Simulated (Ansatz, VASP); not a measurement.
**Two plane-wave programs on Na2CdGa**

```
Na Cd Ga
1.0
     4.68982    0.00000    0.00000
    -2.34491    4.06150    0.00000
     0.00000    0.00000   10.42535
Na Cd Ga
4 2 2
Cartesian
  0.0000 2.7077 4.3540
  2.3449 1.3538 9.5667
  0.0000 2.7077 0.8587
  2.3449 1.3538 6.0713
  0.0000 0.0000 2.6063
  0.0000 0.0000 7.8190
  0.0000 2.7077 7.8190
  2.3449 1.3538 2.6063
```

Alike in both runs: functional r2SCAN; k mesh 4 × 4 × 2; no spin polarisation.

Ansatz relaxed the structure, and its values are those at the end. VASP's run is a single point on that final structure, the one shown.

```csv
,VASP,Ansatz
version,VASP 6.6.1,Ansatz 0.2.0
potentials or method,"VASP PAW PBE potentials, release 64 (Na_pv, Cd, Ga_d), cutoff 520 eV",PAW plane waves
occupations,"fermi-dirac, width 0.1 eV",fermi-dirac
valence electrons in the cell,78,102
```

```csv
,VASP,Ansatz,Ansatz less VASP
gap on the k mesh at the Fermi level (eV),none,none,-
pressure (GPa),0.1,0.0,-0.08
rms of the force components (eV/Å),0.015,0.000,-0.0150
```

VASP's potentials were made for PBE, not for r2SCAN. A gap of «none» marks a metal or a gap that the smearing closes. VASP's potentials hold 78 valence electrons a cell and Ansatz's 102, so a difference there can come from the potentials and not from the codes. Ansatz's warnings: structure snapped to symmetry.

The k mesh is coarse, so the values compare programs but aren't converged.
